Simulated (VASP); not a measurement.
**BeNb2CuAg12: single point with PBE**

BeNb2CuAg12:

```
CELL_PARAMETERS angstrom
8.03805 -0.02156 0.11012
-0.12498 5.82584 -0.13614
0.08725 -0.13636 5.87565
ATOMIC_POSITIONS crystal
Ag 0.49740 0.41702 0.82982
Ag 0.26439 0.16317 0.57467
Ag 0.50224 0.89904 0.31520
Ag 0.03503 0.42106 0.32972
Ag 0.76928 0.16493 0.06773
Ag 0.00170 0.91386 0.78490
Ag 0.76257 0.16576 0.55555
Ag 0.03290 0.43553 0.83477
Ag 0.76160 0.66221 0.06401
Ag 0.76012 0.65670 0.55238
Ag 0.49967 0.40854 0.31576
Ag 0.51398 0.90431 0.81740
Nb 0.05078 0.90109 0.28068
Nb 0.24487 0.11398 0.06693
Be 0.28203 0.63953 0.08452
Cu 0.26672 0.67390 0.57803
```

```yaml
Program: VASP 6.6.1
Task: single point
Functional: PBE
Potentials_or_basis: VASP PAW PBE potentials, release 64 (Ag, Nb_sv, Be, Cu)
Cutoff: 520 eV
k_mesh: 2 × 2 × 2, shifted
Occupations: gaussian, width 0.1 eV
Spin: no spin polarisation
Dipole_correction: no
Further_INCAR_settings: LREAL = Auto; ALGO = Normal; EDIFF = 1e-06; NBANDS = 100; ISYM = 0
```

```yaml
Pressure: -0.1 GPa
Largest_force: 0.021 eV/Å
```

Forces on the atoms (eV/Å):
```
Ag   0.001 -0.002  0.002
Ag   0.001 -0.005 -0.002
Ag   0.000  0.004 -0.001
Ag  -0.004  0.002 -0.003
Ag   0.006 -0.002  0.003
Ag   0.008 -0.002  0.004
Ag  -0.001  0.000 -0.003
Ag   0.006  0.003  0.008
Ag   0.002 -0.001 -0.004
Ag   0.000  0.001 -0.004
Ag   0.003 -0.005 -0.002
Ag   0.000  0.001  0.006
Nb  -0.004 -0.013  0.002
Nb   0.001  0.006 -0.004
Be  -0.017  0.012  0.002
Cu  -0.001  0.000 -0.005
```

Levels at points of the mesh, in eV from the Fermi level:
| k point | band 81 | band 82 | band 83 | band 84 | band 85 | band 86 | band 87 | band 88 | band 89 | band 90 |
| --- | --- | --- | --- | --- | --- | --- | --- | --- | --- | --- |
| (0.25, 0.25, 0.25) | -1.55 | -1.11 | -0.87 | -0.81 | -0.47 | -0.04 | 0.39 | 0.57 | 0.81 | 1.06 |

It took 6.9 min on 1 thread of Intel(R) Xeon(R) Platinum 8488C (Sapphire Rapids), on a shared host, peak memory 0.4 GiB.

Caveat: the k points lie up to 0.54 Å⁻¹ apart.
